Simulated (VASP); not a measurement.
# MoS2 in VASP: relaxation of cell and atoms with PBEsol+U

Aim: the relaxation of cell and atoms of MoS2 with PBEsol+U.

All numbers are computed with VASP 6.6.1; they aren't measurements. Logs are shortened: lines on timing, memory, paths and dates and some standing lists are left out, and cuts for length are marked.

**1. The cell of the first run**

The cell holds a slab with vacuum, 9 atoms: a = 3.184 Å, b = 3.184 Å, c = 28.387 Å, α = 90.00°, β = 90.00°, γ = 120.00°.

**2. Relaxation of cell and atoms, PBEsol+U**

The input, INCAR:

```
PREC = Accurate
ENCUT = 600
EDIFF = 1E-7
ISMEAR = -1
SIGMA = 0.05
LREAL = F
LASPH = T
NELM = 150
ALGO = Normal
ISIF = 3
LWAVE = F
LCHARG = F
LMAXMIX = 4
LDAU = T
LDAUTYPE = 2
LDAUL = 2 -1
LDAUU = 2 0
LDAUJ = 0 0
LDAUPRINT = 1
GGA = PS
IBRION = 2
NSW = 60
EDIFFG = -0.01
```

The input, KPOINTS:

```
regular mesh
0
Gamma
  10 10 1
```

The input, POSCAR:

```
MoS2
1.0
    3.1840155185      0.0000000000      0.0000000000
   -1.5920077592      2.7574383250      0.0000000000
    0.0000000000      0.0000000000     28.3873198000
Mo S
3 6
Direct
    0.3333333333      0.6666666667      0.2281647700
    0.3333333333      0.6666666667      0.7718352300
    0.6666666667      0.3333333333      0.0000000000
    0.6666666667      0.3333333333      0.1734930900
    0.6666666667      0.3333333333      0.7171875100
    0.3333333333      0.6666666667      0.9453341200
    0.6666666667      0.3333333333      0.2828124900
    0.6666666667      0.3333333333      0.8265069100
    0.3333333333      0.6666666667      0.0546658800
```

Potentials or basis: VASP PAW PBE potentials, release 64 (Mo_sv, S).

On the command line:

```bash
cat potpaw_PBE.64/Mo_sv/POTCAR potpaw_PBE.64/S/POTCAR > POTCAR
mpirun -np 1 vasp_std > vasp.out
```

OUTCAR:

```text
PREC = Accurate
   ENCUT = 600
   EDIFF = 1E-7
   ISMEAR = -1
   LREAL = F
   LASPH = T
   NELM = 150
   ISIF = 3
   GGA = PS
   IBRION = 2
   NSW = 60
   EDIFFG = -0.01

 ion  position               nearest neighbor table
   1  0.333  0.667  0.228-   7 2.41   7 2.41   7 2.41   4 2.41   4 2.41   4 2.41
   2  0.333  0.667  0.772-   5 2.41   5 2.41   5 2.41   8 2.41   8 2.41   8 2.41
   3  0.667  0.333  0.000-   6 2.41   9 2.41   6 2.41   9 2.41   6 2.41   9 2.41
   4  0.667  0.333  0.173-   1 2.41   1 2.41   1 2.41
   5  0.667  0.333  0.717-   2 2.41   2 2.41   2 2.41
   6  0.333  0.667  0.945-   3 2.41   3 2.41   3 2.41
   7  0.667  0.333  0.283-   1 2.41   1 2.41   1 2.41
   8  0.667  0.333  0.827-   2 2.41   2 2.41   2 2.41
   9  0.333  0.667  0.055-   3 2.41   3 2.41   3 2.41

  LATTYP: Found a hexagonal cell.
 ALAT       =     3.1840155185
 C/A-ratio  =     8.9155720615

  Lattice vectors:

 A1 = (   3.1840155185,   0.0000000000,   0.0000000000)
 A2 = (  -1.5920077592,   2.7574383250,   0.0000000000)
 A3 = (   0.0000000000,   0.0000000000,  28.3873198000)

Analysis of symmetry for initial positions (statically):
=====================================================================
 Subroutine PRICEL returns:
 Original cell was already a primitive cell.

 Routine SETGRP: Setting up the symmetry group for a
 hexagonal supercell.

 Subroutine GETGRP returns: Found 12 space group operations
 (whereof 12 operations were pure point group operations)
 out of a pool of 24 trial point group operations.

The static configuration has the point symmetry D_3h.

Analysis of symmetry for dynamics (positions and initial velocities):
=====================================================================
 Subroutine PRICEL returns:
 Original cell was already a primitive cell.

 Routine SETGRP: Setting up the symmetry group for a
 hexagonal supercell.

 Subroutine GETGRP returns: Found 12 space group operations
 (whereof 12 operations were pure point group operations)
 out of a pool of 24 trial point group operations.

The dynamic configuration has the point symmetry D_3h.

 Subroutine INISYM returns: Found 12 space group operations
 (whereof 12 operations are pure point group operations),
 and found     1 'primitive' translations

----------------------------------------------------------------------------------------

                                     Primitive cell

  volume of cell :     249.2329

  direct lattice vectors                    reciprocal lattice vectors
     3.184015518  0.000000000  0.000000000     0.314068821  0.181327718  0.000000000
    -1.592007759  2.757438325  0.000000000     0.000000000  0.362655437  0.000000000
     0.000000000  0.000000000 28.387319800     0.000000000  0.000000000  0.035226996

  length of vectors
     3.184015518  3.184015518 28.387319800     0.362655437  0.362655437  0.035226996

  position of ions in fractional coordinates (direct lattice)
     0.333333333  0.666666667  0.228164770
     0.333333333  0.666666667  0.771835230
     0.666666667  0.333333333  0.000000000
     0.666666667  0.333333333  0.173493090
     0.666666667  0.333333333  0.717187510
     0.333333333  0.666666667  0.945334120
     0.666666667  0.333333333  0.282812490
     0.666666667  0.333333333  0.826506910
     0.333333333  0.666666667  0.054665880

  ion indices of the primitive-cell ions
   primitive index   ion index
                 1           1
                 2           2
                 3           3
                 4           4
                 5           5
                 6           6
                 7           7
                 8           8
                 9           9

----------------------------------------------------------------------------------------

 KPOINTS: regular mesh

Automatic generation of k-mesh.
 Grid dimensions read from file:
 generate k-points for:   10   10    1

 Generating k-lattice:

  Cartesian coordinates                     Fractional coordinates (reciprocal lattice)
     0.031406882  0.018132772  0.000000000     0.100000000  0.000000000  0.000000000
     0.000000000  0.036265544  0.000000000     0.000000000  0.100000000  0.000000000
     0.000000000  0.000000000  0.035226996     0.000000000  0.000000000  1.000000000

  Length of vectors
     0.036265544  0.036265544  0.035226996

  Shift w.r.t. Gamma in fractional coordinates (k-lattice)
     0.000000000  0.000000000  0.000000000

 Subroutine IBZKPT returns following result:
 ===========================================

 Found     14 irreducible k-points:

 Following reciprocal coordinates:
            Coordinates               Weight
  0.000000  0.000000  0.000000      1.000000
  0.100000  0.000000  0.000000      6.000000
  0.200000  0.000000  0.000000      6.000000
  0.300000  0.000000  0.000000      6.000000
  0.400000  0.000000  0.000000      6.000000
  0.500000  0.000000  0.000000      3.000000
  0.100000  0.100000  0.000000      6.000000
  0.200000  0.100000  0.000000     12.000000
  0.300000  0.100000  0.000000     12.000000
  0.400000  0.100000  0.000000     12.000000
  0.200000  0.200000  0.000000      6.000000
  0.300000  0.200000  0.000000     12.000000
  0.400000  0.200000  0.000000      6.000000
  0.300000  0.300000  0.000000      6.000000
   k-points           NKPTS =     14   k-points in BZ     NKDIM =     14   number of bands    NBANDS=     46
   number of dos      NEDOS =    301   number of ions     NIONS =      9
   total plane-waves  NPLWV = 188160
   dimension x,y,z NGX =    28 NGY =   28 NGZ =  240
   dimension x,y,z NGXF=    56 NGYF=   56 NGZF=  480
   ions per type =               3   6
   NGX,Y,Z   is equivalent  to a cutoff of  14.62, 14.62, 14.06 a.u.
   NGXF,Y,Z  is equivalent  to a cutoff of  29.24, 29.24, 28.11 a.u.
 SYSTEM =  unknown system
   PREC   = accura    normal or accurate (medium, high low for compatibility)
   ISTART =      0    job   : 0-new  1-cont  2-samecut
   ICHARG =      2    charge: 1-file 2-atom 10-const
   ISPIN  =      1    spin polarized calculation?
   LNONCOLLINEAR =      F non collinear calculations
   LSORBIT =      F    spin-orbit coupling
   LASPH  =      T    aspherical Exc in radial PAW
   ENCUT  =  600.0 eV  44.10 Ry    6.64 a.u.   6.36  6.36 56.70*2*pi/ulx,y,z
   NELM   =    150;   NELMIN=  2; NELMDL= -5     # of ELM steps
   EDIFF  = 0.1E-06   stopping-criterion for ELM
   LREAL  =      F    real-space projection
   EDIFFG = -.1E-01   stopping-criterion for IOM
   NSW    =     60    number of steps for IOM
   IBRION =      2    ionic relax: 0-MD 1-quasi-New 2-CG
   NFREE  =      1    steps in history (QN), initial steepest desc. (CG)
   ISIF   =      3    stress and relaxation
   ISYM   =      2    0-nonsym 1-usesym 2-fastsym
   POTIM  = 0.5000    time-step for ionic-motion
   TEBEG  =    0.0;   TEEND  =   0.0 temperature during run
   PSTRESS=    0.0 pullay stress
   NELECT =      78.0000    total number of electrons
   NUPDOWN=      -1.0000    fix difference up-down
   EMIN   =  10.00;   EMAX   =-10.00  energy-range for DOS
   EFERMI =   0.00;   METHOD = LEGACY
   ISMEAR =    -1;   SIGMA  =   0.05  broadening in eV -4-tet -1-fermi 0-gaus
   EFERMI_NEDOS =   21; number of points for ismear=-14 and -15
   IALGO  =     38    algorithm
   IMIX   =      4    mixing-type and parameters
     AMIX     =   0.40;   BMIX     =  1.00
     AMIX_MAG =   1.60;   BMIX_MAG =  1.00
  volume/ion in A,a.u.               =      27.69       186.88
  Fermi-wavevector in a.u.,A,eV,Ry     =   1.111487  2.100407 16.808697  1.235404
  Thomas-Fermi vector in A             =   2.248051
   LORBIT       =      0    0 simple, 1 ext, 2 COOP (PROOUT), +10 PAW based schemes
 LDA+U is selected, type is set to LDAUTYPE =  2
   angular momentum for each species LDAUL =     2   -1
   U (eV)           for each species LDAUU =   2.0  0.0
   J (eV)           for each species LDAUJ =   0.0  0.0
   GGA     = PS    functional components
   LHFCALC =     F    Hartree Fock is set to
   AEXX    =    0.0000 exact exchange contribution
   IVDW    =     0    specifies the selected vdW correction
   LEPSILON=     F    determine dielectric tensor
   LRPA    =     F    only Hartree local field effects (RPA)
 conjugate gradient relaxation of ions
 non-spin polarized calculation
  energy-cutoff  :      600.00
  volume of cell :      249.23
 maximum number of plane-waves:      8373
 NGX is ok and might be reduce to    28
   NGX = 13   NGY = 13   NGZ =113

--------------------------------------- Ionic step        1  -------------------------------------------

 number of electron      77.9999997 magnetization

 Free energy of the ion-electron system (eV)
  ---------------------------------------------------
  ext. energy  EPLUGINS =         0.00000000
  ---------------------------------------------------
  free energy    TOTEN  =       -63.08698424 eV

  energy without entropy =      -63.08698393  energy(sigma->0) =      -63.08698408

------------------------ aborting loop because EDIFF is reached ----------------------------------------

  FORCE on cell =-STRESS in cart. coord.  units (eV):
  Direction    XX          YY          ZZ          XY          YZ          ZX
  --------------------------------------------------------------------------------------
  -------------------------------------------------------------------------------------
  Total       -3.0692669     -3.0692669     -0.3482985     -0.0000000     -0.0000000      0.0000000
  in kB      -19.7305803    -19.7305803     -2.2390139     -0.0000000     -0.0000000      0.0000000
  external PRESSURE =     -13.9000581 kB  Pullay stress =       0.0000000 kB
[... 110 lines left out ...]
  FREE ENERGIE OF THE ION-ELECTRON SYSTEM (eV)
  ---------------------------------------------------
  free  energy   TOTEN  =       -63.1135930289 eV

  energy  without entropy=      -63.1135928914  energy(sigma->0) =      -63.11359296

[... ionic steps 4 to 20 ...]

--------------------------------------- Ionic step       21  -------------------------------------------

 number of electron      77.9999997 magnetization

------------------------ aborting loop because EDIFF is reached ----------------------------------------
[... 180 lines left out ...]
--------------------------------------- Ionic step       23  -------------------------------------------

 number of electron      77.9999997 magnetization

 Free energy of the ion-electron system (eV)
  ---------------------------------------------------
  ext. energy  EPLUGINS =         0.00000000
  ---------------------------------------------------
  free energy    TOTEN  =       -63.12713378 eV

  energy without entropy =      -63.12713342  energy(sigma->0) =      -63.12713360

 E-fermi :   3.7160     XC(G=0):  -7.7719

 val. band max:        3.1483821415   @ k =   0.0000   0.0000   0.0000
 cond. band min:       4.3956945539   @ k =   0.2000   0.2000   0.0000
 fundamental gap:      1.2473124123
 Fermi energy:         3.7160143227

 k-point     1 :       0.0000    0.0000    0.0000
  band No.  band energies     occupation
      1     -58.2243      2.00000
      2     -58.2228      2.00000
      3     -58.2228      2.00000
      4     -32.4153      2.00000
      5     -32.4141      2.00000
      6     -32.4141      2.00000
[... 711 lines left out ...]
  FREE ENERGIE OF THE ION-ELECTRON SYSTEM (eV)
  ---------------------------------------------------
  free  energy   TOTEN  =       -63.1271337767 eV

  energy  without entropy=      -63.1271334197  energy(sigma->0) =      -63.12713360

 reached required accuracy - stopping structural energy minimisation
```

Wall time 2.3 h (1 thread of Oxide Virtual Turin-like, shared host); peak memory 0.53 GiB.

What came out:

| Item | Value |
| --- | --- |
| Free energy | -63.1271 eV |
| Relaxed cell | a = 3.149 Å, b = 3.149 Å, c = 27.606 Å, α = 90.00°, β = 90.00°, γ = 120.00° |
| Space group after relaxing (to 0.1 Å) | P-6m2 (No. 187) |
| Energy gained by relaxing | 4.5 meV/atom |
| Ionic steps | 23 |
| Largest force after relaxing | 0.003 eV/Å |
| Band gap on the k mesh | 1.25 eV (least direct gap 1.95 eV) |

Forces in eV/Å, atoms in the order of the input:
```
Mo   0.000  0.000  0.003
Mo   0.000  0.000 -0.003
Mo   0.000  0.000  0.000
S    0.000  0.000  0.000
S    0.000  0.000 -0.001
S    0.000  0.000  0.003
S    0.000  0.000  0.001
S    0.000  0.000  0.000
S    0.000  0.000 -0.003
```

Step by step:
```csv
step,energy change (eV),largest force (eV/Å),pressure (GPa),volume (Å³)
1,0.0000,0.0151,-1.39,249.23
2,-0.0025,0.4062,2.02,240.65
3,-0.0266,0.2071,0.30,244.78
4,-0.0308,0.1011,-0.24,244.52
5,-0.0336,0.0248,-0.04,244.62
6,-0.0336,0.0285,-0.03,244.63
7,-0.0338,0.0309,-0.02,244.47
8,-0.0344,0.0383,0.00,243.99
9,-0.0355,0.0532,0.05,243.03
10,-0.0372,0.0837,0.15,241.11
11,-0.0382,0.1476,0.40,237.29
12,-0.0383,0.1455,0.39,237.26
13,-0.0384,0.1399,0.37,237.18
14,-0.0387,0.1284,0.34,237.00
15,-0.0391,0.1056,0.27,236.66
16,-0.0395,0.0671,0.15,235.97
17,-0.0395,0.0641,0.13,235.88
18,-0.0396,0.0559,0.12,235.99
19,-0.0399,0.0368,0.08,236.30
20,-0.0401,0.0187,0.01,236.94
21,-0.0401,0.0217,0.00,237.00
22,-0.0401,0.0135,0.00,237.04
23,-0.0401,0.0032,-0.01,237.12
```

Final structure:
```cif
data_structure
_symmetry_space_group_name_H-M 'P 1'
_symmetry_Int_Tables_number 1
_cell_length_a 3.1493
_cell_length_b 3.1493
_cell_length_c 27.6061
_cell_angle_alpha 90.000
_cell_angle_beta 90.000
_cell_angle_gamma 120.000
_cell_volume 237.12
loop_
_atom_site_label
_atom_site_type_symbol
_atom_site_fract_x
_atom_site_fract_y
_atom_site_fract_z
_atom_site_occupancy
Mo1 Mo 0.33333 0.66667 0.22763 1
Mo2 Mo 0.33333 0.66667 0.77237 1
Mo3 Mo 0.66667 0.33333 0.00000 1
S1 S 0.66667 0.33333 0.17100 1
S2 S 0.66667 0.33333 0.71579 1
S3 S 0.33333 0.66667 0.94337 1
S4 S 0.66667 0.33333 0.28421 1
S5 S 0.66667 0.33333 0.82900 1
S6 S 0.33333 0.66667 0.05663 1
```

Levels at points of the mesh, in eV from the valence-band top:
| k point | band 36 | band 37 | band 38 | band 39 | band 40 | band 41 | band 42 | band 43 |
| --- | --- | --- | --- | --- | --- | --- | --- | --- |
| (0.00, 0.00, 0.00) | -1.66 | -0.81 | -0.32 | 0.00 | 2.39 | 2.39 | 2.40 | 2.40 |
| (0.50, 0.00, 0.00) | -1.34 | -1.21 | -1.16 | -1.14 | 1.92 | 1.93 | 1.94 | 2.32 |

Eigenvalues of the final occupation matrices:
```csv
site,spin,trace,eigenvalues
site 1 d,1,2.00,0.39 0.39 0.40 0.40 0.42
site 1 d,2,2.00,0.39 0.39 0.40 0.40 0.42
site 2 d,1,2.00,0.39 0.39 0.40 0.40 0.42
site 2 d,2,2.00,0.39 0.39 0.40 0.40 0.42
site 3 d,1,2.00,0.39 0.39 0.40 0.40 0.42
site 3 d,2,2.00,0.39 0.39 0.40 0.40 0.42
```

Caveat: there is no dipole correction, which matters where the two faces differ; the relaxation moved the vacuum too, so the length across it says nothing of the material; the PAW data sets were made with another functional, which shifts forces and pressure a little.
